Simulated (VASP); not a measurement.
Write the native input for VASP 6.6.1 that does the following.

- Task: single point
- Functional: LDA
- Potentials or basis: VASP PAW LDA potentials, release 64 (Pb_d)
- Cutoff: 520 eV
- k mesh: 10 × 10 × 6
- Occupations: fermi-dirac, width 0.1 eV
- Spin: no spin polarisation
- Dipole correction: no
- Further INCAR settings: ALGO = Normal; EDIFF = 1e-06; NBANDS = 21

The structure of Pb lies in POSCAR:

```
Pb
1.0
    3.4368265815      0.0000000000      0.0000000000
   -1.7184132908      2.9763791279      0.0000000000
    0.0000000000      0.0000000000      5.6433871077
Pb
2
Direct
    0.3333333333      0.6666666667      0.2500000000
    0.6666666667      0.3333333333      0.7500000000
```

These files were run (other wordings do the same):

INCAR

```
SYSTEM = Pb
ALGO = Normal
EDIFF = 1E-6
ENCUT = 520
GGA = CA
ISIF = 2
ISMEAR = -1
LASPH = .True.
LCHARG = .True.
LELF = .True.
LREAL = .False.
LVHAR = .True.
LWAVE = .False.
NBANDS = 21
NELM = 60
PREC = Accurate
SIGMA = 0.1
```

KPOINTS

```
k-points
0
Gamma
  10 10 6
  0 0 0
```

Potentials or basis: VASP PAW LDA potentials, release 64 (Pb_d).

Command:

```console
$ cat potpaw_LDA.64/Pb_d/POTCAR > POTCAR
$ mpirun -np 1 vasp_std > vasp.out
```

It gave:

The pressure is 0.0 GPa and the band gap on the k mesh is zero (band 14 reaches 13.53 eV, above the bottom of band 15 at 6.01 eV).

Caveat: spin-orbit coupling is left out, which moves the levels of the heavy elements.

Run time: 89 s on 1 thread of AMD EPYC 7R13, on a shared host, peak memory 0.15 GiB.
